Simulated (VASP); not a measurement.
Here is a VASP 6.6.1 calculation.

INCAR

```
PREC     = Accurate       # precision mode
ENCUT    = 520            # plane-wave cutoff, eV
EDIFF    = 1E-7           # SCF threshold, eV
ISMEAR   = -1             # smearing method
SIGMA    = 0.05           # smearing width, eV
LREAL    = False          # projectors in reciprocal space
LASPH    = True           # aspherical terms in the spheres
NELM     = 150            # most SCF steps
ALGO     = Normal         # electronic algorithm
ISIF     = 2              # what is computed and relaxed
LWAVE    = False          # write WAVECAR
LCHARG   = False          # write CHGCAR
ISPIN    = 2              # spin polarisation
MAGMOM   = 0 3            # initial moments
LORBIT   = 11             # projections on sites
LMAXMIX  = 4              # l up to which the mixer works
GGA      = PE             # functional
NBANDS   = 16             # bands
```

Contents of KPOINTS:

```
Automatic mesh
0
Gamma
  12 12 12
```

Contents of POSCAR:

```
AlFe
1.0
    2.9100000000     -0.0436500000      0.0000000000
   -0.0436500000      2.9100000000      0.0000000000
    0.0000000000      0.0000000000      2.9100000000
Al Fe
1 1
Direct
    0.0000000000      0.0000000000      0.0000000000
    0.5000000000      0.5000000000      0.5000000000
```

Potentials or basis: VASP PAW PBE potentials, release 64 (Al, Fe).

Launch:

```bash
$ cat potpaw_PBE.64/Al/POTCAR potpaw_PBE.64/Fe/POTCAR > POTCAR
$ mpirun -np 1 vasp_std > vasp.out
```

Estimate the pressure.

-5.7 GPa.

Predict the site moments.

Al -0.03; Fe +0.78 μB.

Estimate the net moment.

0.74 μB per cell.

Stress tensor (GPa, compression positive):
```
-5.77  3.70  0.00
 3.70 -5.77  0.00
 0.00  0.00 -5.72
```

Caveat: the cell differs from its parent crystal (xy shear strain of -3 %); the cell stands under tension.
